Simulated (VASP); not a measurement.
# TiPb (R-3m) in VASP: single point with PBE

Aim: the single point of TiPb with PBE.

Everything below comes from runs of VASP 6.6.1. Logs are shortened: lines on timing, memory, paths and dates and some standing lists are left out, and cuts for length are marked.

### Step 1. The cell of the first run

Symmetry: R-3m, No. 166, trigonal system. The conventional cell has a = 3.172 Å, b = 3.172 Å, c = 15.155 Å, α = 90.00°, β = 90.00°, γ = 120.00°. Ti (site symmetry -3m) has 6 Pb at 3.12 Å and 6 Ti at 3.17 Å within 4.1 Å. Within 4.1 Å of Pb (site symmetry -3m) lie 6 Ti at 3.12 Å and 6 Pb at 3.17 Å.

### Step 2. Single point, PBE

The input, INCAR:

```
PREC = Accurate
ENCUT = 500
EDIFF = 1E-6
ISMEAR = 0
SIGMA = 0.1
LREAL = False
LASPH = True
NELM = 120
ALGO = Normal
ISIF = 2
LWAVE = False
LCHARG = False
GGA = PE
NBANDS = 20
GGA_COMPAT = False
```

The input, KPOINTS:

```
regular mesh
0
Gamma
  6 6 6
```

The input, POSCAR:

```
TiPb
1.0
    1.5859581113      0.9156533425      5.0515702804
   -1.5859581113      0.9156533425      5.0515702804
    0.0000000000     -1.8313066849      5.0515702804
Ti Pb
1 1
Direct
    0.0000000000      0.0000000000      0.0000000000
    0.5000000000      0.5000000000      0.5000000000
```

Potentials or basis: VASP PAW PBE potentials, release 64 (Ti_sv, Pb_d).

Command:

```bash
$ cat potpaw_PBE.64/Ti_sv/POTCAR potpaw_PBE.64/Pb_d/POTCAR > POTCAR
$ mpirun -np 1 vasp_std > vasp.out
```

OUTCAR:

```text
PREC = Accurate
   ENCUT = 500
   EDIFF = 1E-6
   ISMEAR = 0
   LREAL = False
   LASPH = True
   NELM = 120
   ISIF = 2
   GGA = PE

 ion  position               nearest neighbor table
   1  0.000  0.000  0.000-   2 3.12   2 3.12   2 3.12   2 3.12   2 3.12   2 3.12
   2  0.500  0.500  0.500-   1 3.12   1 3.12   1 3.12   1 3.12   1 3.12   1 3.12

  LATTYP: Found a trigonal (rhomboedric) cell.
 ALAT       =     5.3732714869
 COS(alpha) =     0.8257648184

  Lattice vectors:

 A1 = (   1.5859581113,   0.9156533425,   5.0515702804)
 A2 = (  -1.5859581113,   0.9156533425,   5.0515702804)
 A3 = (   0.0000000000,  -1.8313066849,   5.0515702804)

Analysis of symmetry for initial positions (statically):
=====================================================================
 Subroutine PRICEL returns:
 Original cell was already a primitive cell.

 Routine SETGRP: Setting up the symmetry group for a
 trigonal (rhombohedral) supercell.

 Subroutine GETGRP returns: Found 12 space group operations
 (whereof 12 operations were pure point group operations)
 out of a pool of 12 trial point group operations.

The static configuration has the point symmetry D_3d.

Analysis of symmetry for dynamics (positions and initial velocities):
=====================================================================
 Subroutine PRICEL returns:
 Original cell was already a primitive cell.

 Routine SETGRP: Setting up the symmetry group for a
 trigonal (rhombohedral) supercell.

 Subroutine GETGRP returns: Found 12 space group operations
 (whereof 12 operations were pure point group operations)
 out of a pool of 12 trial point group operations.

The dynamic configuration has the point symmetry D_3d.

 Subroutine INISYM returns: Found 12 space group operations
 (whereof 12 operations are pure point group operations),
 and found     1 'primitive' translations

----------------------------------------------------------------------------------------

                                     Primitive cell

  volume of cell :      44.0150

  direct lattice vectors                    reciprocal lattice vectors
     1.585958111  0.915653342  5.051570280     0.315266839  0.182019394  0.065986083
    -1.585958111  0.915653342  5.051570280    -0.315266839  0.182019394  0.065986083
     0.000000000 -1.831306685  5.051570280     0.000000000 -0.364038788  0.065986083

  length of vectors
     5.373271487  5.373271487  5.373271487     0.369970813  0.369970813  0.369970813

  position of ions in fractional coordinates (direct lattice)
     0.000000000  0.000000000  0.000000000
     0.500000000  0.500000000  0.500000000

  ion indices of the primitive-cell ions
   primitive index   ion index
                 1           1
                 2           2

----------------------------------------------------------------------------------------

 KPOINTS: regular mesh

Automatic generation of k-mesh.
 Grid dimensions read from file:
 generate k-points for:    6    6    6

 Generating k-lattice:

  Cartesian coordinates                     Fractional coordinates (reciprocal lattice)
     0.052544473  0.030336566  0.010997680     0.166666667 -0.000000000 -0.000000000
    -0.052544473  0.030336566  0.010997680    -0.000000000  0.166666667 -0.000000000
     0.000000000 -0.060673131  0.010997680    -0.000000000 -0.000000000  0.166666667

  Length of vectors
     0.061661802  0.061661802  0.061661802

  Shift w.r.t. Gamma in fractional coordinates (k-lattice)
     0.000000000  0.000000000  0.000000000

 Subroutine IBZKPT returns following result:
 ===========================================

 Found     32 irreducible k-points:

 Following reciprocal coordinates:
            Coordinates               Weight
  0.000000  0.000000  0.000000      1.000000
  0.166667  0.000000  0.000000      6.000000
  0.333333  0.000000  0.000000      6.000000
  0.500000  0.000000  0.000000      3.000000
  0.166667  0.166667  0.000000      6.000000
  0.333333  0.166667  0.000000     12.000000
[... 16 lines left out ...]
  0.500000  0.500000  0.166667      6.000000
 -0.333333  0.500000  0.166667     12.000000
 [... further k-points ...]
   k-points           NKPTS =     32   k-points in BZ     NKDIM =     32   number of bands    NBANDS=     20
   number of dos      NEDOS =    301   number of ions     NIONS =      2
   total plane-waves  NPLWV =  64000
   dimension x,y,z NGX =    40 NGY =   40 NGZ =   40
   dimension x,y,z NGXF=    80 NGYF=   80 NGZF=   80
   ions per type =               1   1
   NGX,Y,Z   is equivalent  to a cutoff of  12.38, 12.38, 12.38 a.u.
   NGXF,Y,Z  is equivalent  to a cutoff of  24.75, 24.75, 24.75 a.u.
 SYSTEM =  unknown system
   PREC   = accura    normal or accurate (medium, high low for compatibility)
   ISTART =      0    job   : 0-new  1-cont  2-samecut
   ICHARG =      2    charge: 1-file 2-atom 10-const
   ISPIN  =      1    spin polarized calculation?
   LNONCOLLINEAR =      F non collinear calculations
   LSORBIT =      F    spin-orbit coupling
   LASPH  =      T    aspherical Exc in radial PAW
   ENCUT  =  500.0 eV  36.75 Ry    6.06 a.u.   9.80  9.80  9.80*2*pi/ulx,y,z
   NELM   =    120;   NELMIN=  2; NELMDL= -5     # of ELM steps
   EDIFF  = 0.1E-05   stopping-criterion for ELM
   LREAL  =      F    real-space projection
   EDIFFG = 0.1E-04   stopping-criterion for IOM
   NSW    =      0    number of steps for IOM
   IBRION =     -1    ionic relax: 0-MD 1-quasi-New 2-CG
   NFREE  =      0    steps in history (QN), initial steepest desc. (CG)
   ISIF   =      2    stress and relaxation
   ISYM   =      2    0-nonsym 1-usesym 2-fastsym
   POTIM  = 0.5000    time-step for ionic-motion
   TEBEG  =    0.0;   TEEND  =   0.0 temperature during run
   PSTRESS=    0.0 pullay stress
   NELECT =      26.0000    total number of electrons
   NUPDOWN=      -1.0000    fix difference up-down
   EMIN   =  10.00;   EMAX   =-10.00  energy-range for DOS
   EFERMI =   0.00;   METHOD = LEGACY
   ISMEAR =     0;   SIGMA  =   0.10  broadening in eV -4-tet -1-fermi 0-gaus
   EFERMI_NEDOS =   21; number of points for ismear=-14 and -15
   IALGO  =     38    algorithm
   IMIX   =      4    mixing-type and parameters
     AMIX     =   0.40;   BMIX     =  1.00
     AMIX_MAG =   1.60;   BMIX_MAG =  1.00
  volume/ion in A,a.u.               =      22.01       148.51
  Fermi-wavevector in a.u.,A,eV,Ry     =   1.373617  2.595761 25.671811  1.886825
  Thomas-Fermi vector in A             =   2.499118
   LORBIT       =      0    0 simple, 1 ext, 2 COOP (PROOUT), +10 PAW based schemes
   GGA     = PE    functional components
   LHFCALC =     F    Hartree Fock is set to
   AEXX    =    0.0000 exact exchange contribution
   IVDW    =     0    specifies the selected vdW correction
   LEPSILON=     F    determine dielectric tensor
   LRPA    =     F    only Hartree local field effects (RPA)
 non-spin polarized calculation
 Gauss-broadening in eV      SIGMA  =   0.10
  energy-cutoff  :      500.00
  volume of cell :       44.01
 maximum number of plane-waves:      1130
   NGX = 19   NGY = 19   NGZ = 19

 number of electron      26.0000003 magnetization

 Free energy of the ion-electron system (eV)
  ---------------------------------------------------
  ext. energy  EPLUGINS =         0.00000000
  ---------------------------------------------------
  free energy    TOTEN  =       -10.92768122 eV

  energy without entropy =      -10.91634379  energy(sigma->0) =      -10.92201250

 E-fermi :   8.9449     XC(G=0): -11.1205

 val. band max:        8.9207386963   @ k =  -0.3333   0.1667   0.0000
 cond. band min:       8.9814002219   @ k =   0.5000   0.5000   0.0000
 fundamental gap:      0.0606615256
 Fermi energy:         8.9449070039

 k-point     1 :       0.0000    0.0000    0.0000
  band No.  band energies     occupation
      1     -48.3730      2.00000
      2     -24.7004      2.00000
      3     -24.4790      2.00000
      4     -24.4790      2.00000
      5      -8.4852      2.00000
      6      -8.4772      2.00000
[... 12 lines left out ...]
     19      17.8291      0.00000
     20      19.0831      0.00000

 k-point     2 :       0.1667    0.0000    0.0000
  band No.  band energies     occupation
      1     -48.3661      2.00000
      2     -24.6928      2.00000
      3     -24.5338      2.00000
      4     -24.4920      2.00000
      5      -8.5413      2.00000
      6      -8.3491      2.00000
[... 12 lines left out ...]
     19      16.6647      0.00000
     20      18.6161      0.00000

 k-point     3 :       0.3333    0.0000    0.0000
  band No.  band energies     occupation
      1     -48.3525      2.00000
      2     -24.6773      2.00000
      3     -24.6419      2.00000
      4     -24.5180      2.00000
      5      -8.6680      2.00000
      6      -8.2934      2.00000
[... 12 lines left out ...]
     19      15.1033      0.00000
     20      15.9665      0.00000

 k-point     4 :       0.5000    0.0000    0.0000
  band No.  band energies     occupation
      1     -48.3456      2.00000
      2     -24.6954      2.00000
      3     -24.6696      2.00000
      4     -24.5308      2.00000
      5      -8.7315      2.00000
      6      -8.3731      2.00000
[... 12 lines left out ...]
     19      14.5075      0.00000
     20      14.9671      0.00000

 k-point     5 :       0.1667    0.1667    0.0000
  band No.  band energies     occupation
      1     -48.3661      2.00000
      2     -24.6929      2.00000
      3     -24.5338      2.00000
      4     -24.4920      2.00000
      5      -8.5412      2.00000
      6      -8.3496      2.00000
[... 12 lines left out ...]
     19      16.3357      0.00000
     20      18.7334      0.00000

 k-point     6 :       0.3333    0.1667    0.0000
  band No.  band energies     occupation
      1     -48.3559      2.00000
      2     -24.6812      2.00000
      3     -24.6047      2.00000
      4     -24.5218      2.00000
      5      -8.5268      2.00000
      6      -8.3385      2.00000
[... 12 lines left out ...]
     19      13.5028      0.00000
     20      17.5071      0.00000

 k-point     7 :       0.5000    0.1667    0.0000
  band No.  band energies     occupation
      1     -48.3456      2.00000
      2     -24.6694      2.00000
      3     -24.6676      2.00000
      4     -24.5588      2.00000
      5      -8.5647      2.00000
      6      -8.3328      2.00000
[... 12 lines left out ...]
     19      14.5785      0.00000
     20      15.5622      0.00000
[... 277 lines left out ...]
 k-point    20 :       0.5000    0.3333    0.1667
  band No.  band energies     occupation
      1     -48.3559      2.00000
      2     -24.6816      2.00000
      3     -24.6044      2.00000
      4     -24.5219      2.00000
      5      -8.5275      2.00000
      6      -8.3387      2.00000
[... 12 lines left out ...]
     19      14.6358      0.00000
     20      17.8279      0.00000

 k-point    21 :      -0.3333    0.3333    0.1667
  band No.  band energies     occupation
      1     -48.3456      2.00000
      2     -24.6693      2.00000
      3     -24.6673      2.00000
      4     -24.5589      2.00000
      5      -8.5666      2.00000
      6      -8.3402      2.00000
[... 12 lines left out ...]
     19      15.4495      0.00000
     20      16.1023      0.00000

 k-point    22 :      -0.1667    0.3333    0.1667
  band No.  band energies     occupation
      1     -48.3456      2.00000
      2     -24.6690      2.00000
      3     -24.6675      2.00000
      4     -24.5588      2.00000
      5      -8.5662      2.00000
      6      -8.3365      2.00000
[... 12 lines left out ...]
     19      13.8083      0.00000
     20      14.2999      0.00000

 k-point    23 :       0.5000    0.5000    0.1667
  band No.  band energies     occupation
      1     -48.3525      2.00000
      2     -24.6772      2.00000
      3     -24.6414      2.00000
      4     -24.5178      2.00000
      5      -8.6707      2.00000
      6      -8.3082      2.00000
[... 12 lines left out ...]
     19      14.7643      0.00000
     20      16.4701      0.00000

 k-point    24 :      -0.3333    0.5000    0.1667
  band No.  band energies     occupation
      1     -48.3456      2.00000
      2     -24.6690      2.00000
      3     -24.6671      2.00000
      4     -24.5588      2.00000
      5      -8.5683      2.00000
      6      -8.3456      2.00000
[... 12 lines left out ...]
     19      14.7454      0.00000
     20      16.4994      0.00000

 [... further k-points ...]

------------------------ aborting loop because EDIFF is reached ----------------------------------------

  FORCE on cell =-STRESS in cart. coord.  units (eV):
  Direction    XX          YY          ZZ          XY          YZ          ZX
  --------------------------------------------------------------------------------------
  -------------------------------------------------------------------------------------
  Total        0.8333914      0.8333914     -1.5895035      0.0000000     -0.0000000     -0.0000000
  in kB       30.3360582     30.3360582    -57.8590949      0.0000000     -0.0000000     -0.0000000
  external PRESSURE =       0.9376738 kB  Pullay stress =       0.0000000 kB

 VOLUME and BASIS-vectors are now :
 -----------------------------------------------------------------------------
  energy-cutoff  :      500.00
  volume of cell :       44.01
      direct lattice vectors                 reciprocal lattice vectors
     1.585958111  0.915653342  5.051570280     0.315266839  0.182019394  0.065986083
    -1.585958111  0.915653342  5.051570280    -0.315266839  0.182019394  0.065986083
     0.000000000 -1.831306685  5.051570280     0.000000000 -0.364038788  0.065986083

 POSITION                                       TOTAL-FORCE (eV/Angst)
 -----------------------------------------------------------------------------------
      0.00000      0.00000      0.00000         0.000000      0.000000     -0.000000
      0.00000      0.00000      7.57736        -0.000000     -0.000000      0.000000
 -----------------------------------------------------------------------------------
    total drift:                               -0.000000      0.000000     -0.000000

  FREE ENERGIE OF THE ION-ELECTRON SYSTEM (eV)
  ---------------------------------------------------
  free  energy   TOTEN  =       -10.9276812180 eV

  energy  without entropy=      -10.9163437917  energy(sigma->0) =      -10.92201250
```

It took 95 s on 1 thread of Intel Xeon 8259CL, shared host; peak memory 0.25 GiB.

Results:

| Property | Result |
| --- | --- |
| Free energy | -10.9277 eV |
| Pressure | 0.1 GPa |
| Band gap on the k mesh | zero (bands 13 and 14 overlap by 0.80 eV) |

Stress tensor (GPa, compression positive):
```
 3.03  0.00  0.00
 0.00  3.03  0.00
 0.00  0.00 -5.79
```

Levels at points of the mesh, in eV from the Fermi level:
```
           k point  band 9  band 10  band 11  band 12  band 13  band 14  band 15  band 16  band 17  band 18
(0.00, 0.00, 0.00)  -16.98   -12.21    -3.37    -2.65     0.56     0.56     1.50     1.50     2.02     8.88
(0.50, 0.00, 0.00)  -16.86    -7.54    -5.09    -2.50    -0.96     0.60     1.84     2.00     2.35     4.48
(0.50, 0.50, 0.00)  -16.86    -7.73    -4.53    -1.50    -1.19     0.04     1.14     1.29     2.36     4.11
(0.50, 0.50, 0.50)  -16.98   -11.84    -6.01    -1.02     0.48     0.48     1.40     1.40     6.20     7.54
```

Caveat: the k points lie up to 0.39 Å⁻¹ apart, too coarse for converged energies and pressures of a metal; spin-orbit coupling is left out, which moves the levels of the heavy elements.

The gap in the log of VASP goes by the Fermi energy; the results here count the filled bands.